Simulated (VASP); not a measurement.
Here is a VASP 6.6.1 calculation.

INCAR

```
SYSTEM = Mg
PREC = Accurate ; ENCUT = 520
EDIFF = 1E-6 ; ISMEAR = 0
SIGMA = 0.1 ; LREAL = .FALSE.
LASPH = .TRUE. ; NELM = 100
ALGO = Normal ; ISIF = 2
LWAVE = .FALSE. ; LCHARG = .FALSE.
GGA = PE ; NBANDS = 9
```

KPOINTS

```
regular mesh
0
G
  15 15 8
  0 0 0
```

The input POSCAR:

```
Mg
1.0
    3.2093000000      0.0000000000      0.0000000000
   -1.6046500000      2.7793353284      0.0000000000
    0.0000000000      0.0000000000      5.2103000000
Mg
2
Direct
    0.3333333333      0.6666666667      0.2500000000
    0.6666666667      0.3333333333      0.7500000000
```

Potentials or basis: VASP PAW PBE potentials, release 64 (Mg).

Launch:

```bash
$ cat potpaw_PBE.64/Mg/POTCAR > POTCAR
$ mpirun -np 1 vasp_std > vasp.out
```

Q: What does it give for the pressure?

A: -0.6 GPa.

Q: Estimate the band gap on the k mesh.

A: Zero (bands 2 and 3 overlap by 2.16 eV).

Stress tensor (GPa, compression positive):
```
-0.34  0.00  0.00
 0.00 -0.34  0.00
 0.00  0.00 -1.07
```
